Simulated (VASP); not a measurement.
Set up this calculation in VASP 6.6.1, as the native input.

```yaml
Task: single point
Functional: PBE
Potentials_or_basis: VASP PAW PBE potentials, release 64 (Pt)
Cutoff: 520 eV
k_mesh: 22 × 22 × 22
Occupations: gaussian, width 0.15 eV
Spin: no spin polarisation
Dipole_correction: no
Further_INCAR_settings: ALGO = Fast; EDIFF = 1e-07; NBANDS = 11
```

The structure of Pt lies in POSCAR:

```
Pt
1.0
    0.0000000000      1.9599873302      2.1173743128
    1.9599873302      0.0000000000      2.1173743128
    1.9599873302      1.9599873302      0.0000000000
Pt
1
Direct
    0.0000000000      0.0000000000      0.0000000000
```

The input as run:

INCAR

```
SYSTEM = Pt
PREC = Accurate
ENCUT = 520
EDIFF = 1E-7
ISMEAR = 0
SIGMA = 0.15
LREAL = .FALSE.
LASPH = .TRUE.
NELM = 80
ALGO = Fast
ISIF = 2
LWAVE = .FALSE.
LCHARG = .FALSE.
GGA = PE
NBANDS = 11
```

KPOINTS

```
Automatic mesh
0
G
  22 22 22
  0 0 0
```

Potentials or basis: VASP PAW PBE potentials, release 64 (Pt).

Launch:

```bash
$ cat potpaw_PBE.64/Pt/POTCAR > POTCAR
$ mpirun -np 1 vasp_std > vasp.out
```

It gave:

* Pressure: -8.4 GPa
* Band gap on the k mesh: zero (bands 5 and 6 overlap by 2.30 eV)

Caveat: the cell stands under tension; spin-orbit coupling is left out, which moves the levels of the heavy elements.

Wall time 95 s on 1 thread of Intel(R) Xeon(R) 6975P-C (Granite Rapids), on a shared host, peak memory 0.26 GiB.
